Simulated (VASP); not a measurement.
Write the native input for VASP 6.6.1 that does the following.

| Item | Value |
| --- | --- |
| Task | single point |
| Functional | PBE |
| Potentials or basis | VASP PAW PBE potentials, release 64 (Ir) |
| Cutoff | 520 eV |
| k mesh | 15 × 15 × 1 |
| Occupations | gaussian, width 0.1 eV |
| Spin | no spin polarisation |
| Dipole correction | yes |
| Further INCAR settings | ALGO = Fast; EDIFF = 1e-06; NBANDS = 30 |

The structure of Ir lies in POSCAR:

```
Ir
1.0
    2.7369678024      0.0000000000      0.0000000000
   -1.3684839012      2.3702836462      0.0000000000
    0.0000000000      0.0000000000     23.9388994111
Ir
5
Direct
    0.6666666667      0.3333333333      0.3132976112
    0.3333333333      0.6666666667      0.4066488056
    0.0000000000      0.0000000000      0.5000000000
    0.6666666667      0.3333333333      0.5933511944
    0.3333333333      0.6666666667      0.6867023888
```

These files were run (other wordings do the same):

INCAR

```
PREC = Accurate
ENCUT = 520
EDIFF = 1E-6
ISMEAR = 0
SIGMA = 0.1
LREAL = F
LASPH = T
NELM = 100
ALGO = Fast
ISIF = 2
LWAVE = F
LCHARG = F
LDIPOL = T
IDIPOL = 3
DIPOL = 0.5 0.5 0.500
GGA = PE
NBANDS = 30
```

KPOINTS

```
Automatic mesh
0
Gamma
  15 15 1
```

Potentials or basis: VASP PAW PBE potentials, release 64 (Ir).

Run with:

```bash
$ cat potpaw_PBE.64/Ir/POTCAR > POTCAR
$ mpirun -np 1 vasp_std > vasp.out
```

It gave:

| Quantity | Value |
| --- | --- |
| Largest force | 0.452 eV/Å |

It took 7.4 min on 1 thread of AMD EPYC 7R13 (shared host), peak memory 0.27 GiB.
